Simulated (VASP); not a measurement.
# Sn3GeO4 (P4mm) in VASP: single point with PBE

Aim: the single point of Sn3GeO4 with PBE.

Program: VASP 6.6.1. These are calculated values, not measurements. Logs are shortened: lines on timing, memory, paths and dates and some standing lists are left out, and cuts for length are marked.

### Step 1. The cell of the first run

Symmetry: P4mm, No. 99, tetragonal system. Conventional cell: a = 3.811 Å, b = 3.811 Å, c = 9.898 Å, α = 90.00°, β = 90.00°, γ = 90.00°. Within 3.0 Å of Sn (site symmetry 4mm) lie 4 O at 2.24 Å. Within 3.0 Å of Sn (site symmetry 4mm) lie 4 O at 2.24 Å. Sn (site symmetry 4mm) has 4 O at 2.24 Å within 3.0 Å. Within 2.8 Å of Ge (site symmetry 4mm) lie 4 O at 2.14 Å. Within 3.0 Å of O (site symmetry 2mm) lie 4 Sn at 2.24 Å and 4 O at 2.69 Å. O (site symmetry 2mm) has 2 Ge at 2.14 Å and 2 Sn at 2.24 Å and 4 O at 2.69 Å within 2.8 Å.

### Step 2. Single point, PBE

INCAR

```
SYSTEM = Sn3GeO4
PREC     = Accurate       ! precision mode
ENCUT    = 520            ! plane-wave cutoff, eV
EDIFF    = 1E-6           ! SCF threshold, eV
ISMEAR   = 0              ! smearing method
SIGMA    = 0.02           ! smearing width, eV
LREAL    = .FALSE.        ! projectors in reciprocal space
LASPH    = .TRUE.         ! aspherical terms in the spheres
NELM     = 60             ! most SCF steps
ALGO     = Normal         ! electronic algorithm
ISIF     = 2              ! what is computed and relaxed
LWAVE    = .FALSE.        ! write WAVECAR
LCHARG   = .FALSE.        ! write CHGCAR
GGA      = PE             ! functional
NBANDS   = 50             ! bands
```

KPOINTS

```
regular mesh
0
G
  8 8 4
  0 0 0
```

POSCAR

```
Sn3GeO4
1.0
    3.8105635448      0.0000000000      0.0000000000
    0.0000000000      3.8105635448      0.0000000000
    0.0000000000      0.0000000000      9.8978660358
Sn Ge O
3 1 4
Direct
    0.5000000000      0.5000000000      0.1243018444
    0.5000000000      0.5000000000      0.6092243121
    0.0000000000      0.0000000000      0.8857504566
    0.0000000000      0.0000000000      0.3918134065
    0.0000000000      0.5000000000      0.0045116333
    0.0000000000      0.5000000000      0.4899433569
    0.5000000000      0.0000000000      0.0045116333
    0.5000000000      0.0000000000      0.4899433569
```

Potentials or basis: VASP PAW PBE potentials, release 64 (Sn_d, Ge_d, O).

Command:

```bash
> cat potpaw_PBE.64/Sn_d/POTCAR potpaw_PBE.64/Ge_d/POTCAR potpaw_PBE.64/O/POTCAR > POTCAR
> mpirun -np 1 vasp_std > vasp.out
```

OUTCAR:

```text
SYSTEM = Sn3GeO4
   PREC = Accurate
   ENCUT = 520
   EDIFF = 1E-6
   ISMEAR = 0
   LREAL = .FALSE.
   LASPH = .TRUE.
   NELM = 60
   ISIF = 2
   GGA = PE

 ion  position               nearest neighbor table
   1  0.500  0.500  0.124-   5 2.24   7 2.24   7 2.24   5 2.24   3 3.58   3 3.58   3 3.58   3 3.58

   2  0.500  0.500  0.609-   6 2.24   8 2.24   8 2.24   6 2.24
   3  0.000  0.000  0.886-   5 2.24   7 2.24   5 2.24   7 2.24   1 3.58   1 3.58   1 3.58   1 3.58

   4  0.000  0.000  0.392-   6 2.14   8 2.14   6 2.14   8 2.14
   5  0.000  0.500  0.005-   3 2.24   3 2.24   1 2.24   1 2.24
   6  0.000  0.500  0.490-   4 2.14   4 2.14   2 2.24   2 2.24
   7  0.500  0.000  0.005-   3 2.24   3 2.24   1 2.24   1 2.24
   8  0.500  0.000  0.490-   4 2.14   4 2.14   2 2.24   2 2.24

  LATTYP: Found a simple tetragonal cell.
 ALAT       =     3.8105635448
 C/A-ratio  =     2.5974809026

  Lattice vectors:

 A1 = (   3.8105635448,   0.0000000000,   0.0000000000)
 A2 = (   0.0000000000,   3.8105635448,   0.0000000000)
 A3 = (   0.0000000000,   0.0000000000,   9.8978660358)

Analysis of symmetry for initial positions (statically):
=====================================================================
 Subroutine PRICEL returns:
 Original cell was already a primitive cell.

 Routine SETGRP: Setting up the symmetry group for a
 simple tetragonal supercell.

 Subroutine GETGRP returns: Found  8 space group operations
 (whereof  8 operations were pure point group operations)
 out of a pool of 16 trial point group operations.

The static configuration has the point symmetry C_4v.

Analysis of symmetry for dynamics (positions and initial velocities):
=====================================================================
 Subroutine PRICEL returns:
 Original cell was already a primitive cell.

 Routine SETGRP: Setting up the symmetry group for a
 simple tetragonal supercell.

 Subroutine GETGRP returns: Found  8 space group operations
 (whereof  8 operations were pure point group operations)
 out of a pool of 16 trial point group operations.

The dynamic configuration has the point symmetry C_4v.

 Subroutine INISYM returns: Found  8 space group operations
 (whereof  8 operations are pure point group operations),
 and found     1 'primitive' translations

----------------------------------------------------------------------------------------

                                     Primitive cell

  volume of cell :     143.7209

  direct lattice vectors                    reciprocal lattice vectors
     3.810563545  0.000000000  0.000000000     0.262428375  0.000000000  0.000000000
     0.000000000  3.810563545  0.000000000     0.000000000  0.262428375  0.000000000
     0.000000000  0.000000000  9.897866036     0.000000000  0.000000000  0.101031879

  length of vectors
     3.810563545  3.810563545  9.897866036     0.262428375  0.262428375  0.101031879

  position of ions in fractional coordinates (direct lattice)
     0.500000000  0.500000000  0.124301844
     0.500000000  0.500000000  0.609224312
     0.000000000  0.000000000  0.885750457
     0.000000000  0.000000000  0.391813406
     0.000000000  0.500000000  0.004511633
     0.000000000  0.500000000  0.489943357
     0.500000000  0.000000000  0.004511633
     0.500000000  0.000000000  0.489943357

  ion indices of the primitive-cell ions
   primitive index   ion index
                 1           1
                 2           2
                 3           3
                 4           4
                 5           5
                 6           6
                 7           7
                 8           8

----------------------------------------------------------------------------------------

 KPOINTS: regular mesh

Automatic generation of k-mesh.
 Grid dimensions read from file:
 generate k-points for:    8    8    4

 Generating k-lattice:

  Cartesian coordinates                     Fractional coordinates (reciprocal lattice)
     0.032803547  0.000000000  0.000000000     0.125000000  0.000000000  0.000000000
     0.000000000  0.032803547  0.000000000     0.000000000  0.125000000  0.000000000
     0.000000000  0.000000000  0.025257970     0.000000000  0.000000000  0.250000000

  Length of vectors
     0.032803547  0.032803547  0.025257970

  Shift w.r.t. Gamma in fractional coordinates (k-lattice)
     0.000000000  0.000000000  0.000000000

 Subroutine IBZKPT returns following result:
 ===========================================

 Found     45 irreducible k-points:

 Following reciprocal coordinates:
            Coordinates               Weight
  0.000000  0.000000  0.000000      1.000000
  0.125000  0.000000  0.000000      4.000000
  0.250000  0.000000  0.000000      4.000000
  0.375000  0.000000  0.000000      4.000000
  0.500000  0.000000  0.000000      2.000000
  0.125000  0.125000  0.000000      4.000000
[... 16 lines left out ...]
  0.375000  0.125000  0.250000     16.000000
  0.500000  0.125000  0.250000      8.000000
 [... further k-points ...]
   k-points           NKPTS =     45   k-points in BZ     NKDIM =     45   number of bands    NBANDS=     50
   number of dos      NEDOS =    301   number of ions     NIONS =      8
   total plane-waves  NPLWV =  62720
   dimension x,y,z NGX =    28 NGY =   28 NGZ =   80
   dimension x,y,z NGXF=    56 NGYF=   56 NGZF=  160
   ions per type =               3   1   4
   NGX,Y,Z   is equivalent  to a cutoff of  12.22, 12.22, 13.44 a.u.
   NGXF,Y,Z  is equivalent  to a cutoff of  24.43, 24.43, 26.87 a.u.
 SYSTEM =  Sn3GeO4
   PREC   = accura    normal or accurate (medium, high low for compatibility)
   ISTART =      0    job   : 0-new  1-cont  2-samecut
   ICHARG =      2    charge: 1-file 2-atom 10-const
   ISPIN  =      1    spin polarized calculation?
   LNONCOLLINEAR =      F non collinear calculations
   LSORBIT =      F    spin-orbit coupling
   LASPH  =      T    aspherical Exc in radial PAW
   ENCUT  =  520.0 eV  38.22 Ry    6.18 a.u.   7.09  7.09 18.40*2*pi/ulx,y,z
   NELM   =     60;   NELMIN=  2; NELMDL= -5     # of ELM steps
   EDIFF  = 0.1E-05   stopping-criterion for ELM
   LREAL  =      F    real-space projection
[... 7 lines left out ...]
   TEBEG  =    0.0;   TEEND  =   0.0 temperature during run
   PSTRESS=    0.0 pullay stress
   NELECT =      80.0000    total number of electrons
   NUPDOWN=      -1.0000    fix difference up-down
   EMIN   =  10.00;   EMAX   =-10.00  energy-range for DOS
   EFERMI =   0.00;   METHOD = LEGACY
   ISMEAR =     0;   SIGMA  =   0.02  broadening in eV -4-tet -1-fermi 0-gaus
   EFERMI_NEDOS =   21; number of points for ismear=-14 and -15
   IALGO  =     38    algorithm
   IMIX   =      4    mixing-type and parameters
     AMIX     =   0.40;   BMIX     =  1.00
     AMIX_MAG =   1.60;   BMIX_MAG =  1.00
  volume/ion in A,a.u.               =      17.97       121.23
  Fermi-wavevector in a.u.,A,eV,Ry     =   1.346681  2.544859 24.674853  1.813551
  Thomas-Fermi vector in A             =   2.474493
   LORBIT       =      0    0 simple, 1 ext, 2 COOP (PROOUT), +10 PAW based schemes
   GGA     = PE    functional components
   LHFCALC =     F    Hartree Fock is set to
   AEXX    =    0.0000 exact exchange contribution
   IVDW    =     0    specifies the selected vdW correction
   LEPSILON=     F    determine dielectric tensor
   LRPA    =     F    only Hartree local field effects (RPA)
 non-spin polarized calculation
 Gauss-broadening in eV      SIGMA  =   0.02
  energy-cutoff  :      520.00
  volume of cell :      143.72
 maximum number of plane-waves:      3896
   NGX = 15   NGY = 15   NGZ = 37

 number of electron      79.9999979 magnetization

 Free energy of the ion-electron system (eV)
  ---------------------------------------------------
  ext. energy  EPLUGINS =         0.00000000
  ---------------------------------------------------
  free energy    TOTEN  =       -45.60665062 eV

  energy without entropy =      -45.60665062  energy(sigma->0) =      -45.60665062

 E-fermi :   5.7789     XC(G=0):  -9.9351

 val. band max:        5.6258098087   @ k =   0.1250   0.1250   0.0000
 cond. band min:       6.4303558050   @ k =   0.5000   0.5000   0.0000
 fundamental gap:      0.8045459963
 Fermi energy:         5.7788951685

 k-point     1 :       0.0000    0.0000    0.0000
  band No.  band energies     occupation
      1     -19.0400      2.00000
      2     -18.9789      2.00000
      3     -18.9695      2.00000
      4     -18.9695      2.00000
      5     -18.9570      2.00000
      6     -15.8986      2.00000
[... 42 lines left out ...]
     49      11.3977      0.00000
     50      11.3977      0.00000

 k-point     2 :       0.1250    0.0000    0.0000
  band No.  band energies     occupation
      1     -19.0370      2.00000
      2     -18.9794      2.00000
      3     -18.9726      2.00000
      4     -18.9694      2.00000
      5     -18.9557      2.00000
      6     -15.8918      2.00000
[... 42 lines left out ...]
     49      11.0331      0.00000
     50      11.4887      0.00000

 k-point     3 :       0.2500    0.0000    0.0000
  band No.  band energies     occupation
      1     -19.0297      2.00000
      2     -18.9806      2.00000
      3     -18.9798      2.00000
      4     -18.9692      2.00000
      5     -18.9531      2.00000
      6     -15.8728      2.00000
[... 42 lines left out ...]
     49      11.6326      0.00000
     50      11.7172      0.00000

 k-point     4 :       0.3750    0.0000    0.0000
  band No.  band energies     occupation
      1     -19.0212      2.00000
      2     -18.9879      2.00000
      3     -18.9817      2.00000
      4     -18.9690      2.00000
      5     -18.9506      2.00000
      6     -15.8411      2.00000
[... 999 lines left out ...]
 k-point    23 :       0.3750    0.1250    0.2500
  band No.  band energies     occupation
      1     -19.0182      2.00000
      2     -18.9878      2.00000
      3     -18.9822      2.00000
      4     -18.9710      2.00000
      5     -18.9502      2.00000
      6     -15.8416      2.00000
[... 42 lines left out ...]
     49      11.7917      0.00000
     50      11.9816      0.00000

 k-point    24 :       0.5000    0.1250    0.2500
  band No.  band energies     occupation
      1     -19.0136      2.00000
      2     -18.9922      2.00000
      3     -18.9827      2.00000
      4     -18.9709      2.00000
      5     -18.9493      2.00000
      6     -15.7959      2.00000
[... 42 lines left out ...]
     49      11.8824      0.00000
     50      12.3632      0.00000

 [... further k-points ...]
[... 5 lines left out ...]
  --------------------------------------------------------------------------------------
  -------------------------------------------------------------------------------------
  Total        0.1625299      0.1625299      0.1628129      0.0000000     -0.0000000      0.0000000
  in kB        1.8118562      1.8118562      1.8150115      0.0000000     -0.0000000      0.0000000
  external PRESSURE =       1.8129080 kB  Pullay stress =       0.0000000 kB

 VOLUME and BASIS-vectors are now :
 -----------------------------------------------------------------------------
  energy-cutoff  :      520.00
  volume of cell :      143.72
      direct lattice vectors                 reciprocal lattice vectors
     3.810563545  0.000000000  0.000000000     0.262428375  0.000000000  0.000000000
     0.000000000  3.810563545  0.000000000     0.000000000  0.262428375  0.000000000
     0.000000000  0.000000000  9.897866036     0.000000000  0.000000000  0.101031879

 POSITION                                       TOTAL-FORCE (eV/Angst)
 -----------------------------------------------------------------------------------
      1.90528      1.90528      1.23032        -0.000000     -0.000000      0.081128
      1.90528      1.90528      6.03002         0.000000      0.000000      0.073619
      0.00000      0.00000      8.76704         0.000000      0.000000     -0.084095
      0.00000      0.00000      3.87812         0.000000      0.000000     -0.060038
      0.00000      1.90528      0.04466         0.000000      0.000000      0.001270
      0.00000      1.90528      4.84939         0.000000      0.000000     -0.006577
      1.90528      0.00000      0.04466         0.000000      0.000000      0.001270
      1.90528      0.00000      4.84939         0.000000      0.000000     -0.006577
 -----------------------------------------------------------------------------------
    total drift:                                0.000000      0.000000     -0.002440

  FREE ENERGIE OF THE ION-ELECTRON SYSTEM (eV)
  ---------------------------------------------------
  free  energy   TOTEN  =       -45.6066506248 eV

  energy  without entropy=      -45.6066506248  energy(sigma->0) =      -45.60665062
```

It took 3.4 min on 1 thread of Intel Xeon Platinum 8488C (Sapphire Rapids), shared host; peak memory 0.4 GiB.

Results:

| Property | Result |
| --- | --- |
| Free energy | -45.6067 eV |
| Pressure | 0.2 GPa |
| Largest force | 0.084 eV/Å |
| Band gap on the k mesh | 0.80 eV, indirect (least direct gap 1.63 eV) |

Forces in eV/Å, atoms in the order of the input:
```
Sn   0.000  0.000  0.081
Sn   0.000  0.000  0.074
Sn   0.000  0.000 -0.084
Ge   0.000  0.000 -0.060
O    0.000  0.000  0.001
O    0.000  0.000 -0.007
O    0.000  0.000  0.001
O    0.000  0.000 -0.007
```

Caveat: spin-orbit coupling is left out, which moves the levels of the heavy elements. A k mesh can miss the band edges.
